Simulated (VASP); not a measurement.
Write the native input for VASP 6.6.1 that does the following.

| Item | Value |
| --- | --- |
| Task | single point |
| Functional | r2SCAN |
| Potentials or basis | VASP PAW PBE potentials, release 64 (Al, Cu) |
| Cutoff | 520 eV |
| k mesh | 10 × 10 × 4, shifted |
| Occupations | gaussian, width 0.1 eV |
| Spin | no spin polarisation |
| Dipole correction | no |
| Further INCAR settings | ALGO = Normal; EDIFF = 1e-06; NBANDS = 18 |

Al3Cu:

```
Al Cu
1.0
     2.77841    0.00000    0.00000
     0.00000    2.77841    0.00000
     0.00000    0.00000    7.51340
Al Cu
3 1
Cartesian
  0.0000 0.0000 3.7567
  1.3892 1.3892 1.6989
  1.3892 1.3892 5.8145
  0.0000 0.0000 0.0000
```

One way to write it, as run:

POSCAR

```
Al3Cu
1.0
    2.7784054294      0.0000000000      0.0000000000
    0.0000000000      2.7784054294      0.0000000000
    0.0000000000      0.0000000000      7.5134034100
Al Cu
3 1
Direct
    0.0000000000      0.0000000000      0.5000000000
    0.5000000000      0.5000000000      0.2261155100
    0.5000000000      0.5000000000      0.7738844900
    0.0000000000      0.0000000000      0.0000000000
```

INCAR.step1

```
SYSTEM = Al3Cu
  PREC = Accurate
  ENCUT = 520
  ISMEAR = 0
  SIGMA = 0.1
  LREAL = .False.
  LASPH = .True.
  NELM = 100
  NBANDS = 18
  GGA = PE
  ALGO = Normal
  EDIFF = 1E-4
  LWAVE = .True.
  LCHARG = .False.
```

INCAR.step2

```
SYSTEM = Al3Cu
  PREC = Accurate
  ENCUT = 520
  EDIFF = 1E-6
  ISMEAR = 0
  SIGMA = 0.1
  LREAL = .False.
  LASPH = .True.
  NELM = 100
  ALGO = Normal
  ISIF = 2
  LWAVE = .False.
  LCHARG = .False.
  METAGGA = R2SCAN
  LMIXTAU = .True.
  NBANDS = 18
  ISTART = 1
```

KPOINTS

```
Automatic mesh
0
Gamma
  10 10 4
  0.5 0.5 0.5
```

Potentials or basis: VASP PAW PBE potentials, release 64 (Al, Cu).

Launch:

```sh
$ cat potpaw_PBE.64/Al/POTCAR potpaw_PBE.64/Cu/POTCAR > POTCAR
$ cp INCAR.step1 INCAR
$ mpirun -np 1 vasp_std > vasp.out
$ cp INCAR.step2 INCAR
$ mpirun -np 1 vasp_std > vasp.out
```

It gave:

* Pressure: 0.3 GPa
* Largest force: 0.052 eV/Å
* Band gap on the k mesh: zero (band 10 reaches 12.36 eV, above the bottom of band 11 at 7.16 eV)

Caveat: the PAW data sets were made with another functional, which shifts forces and pressure a little.

Wall time 58 s on 1 thread of Intel(R) Xeon(R) 6975P-C (Granite Rapids) (shared host), peak memory 0.18 GiB.
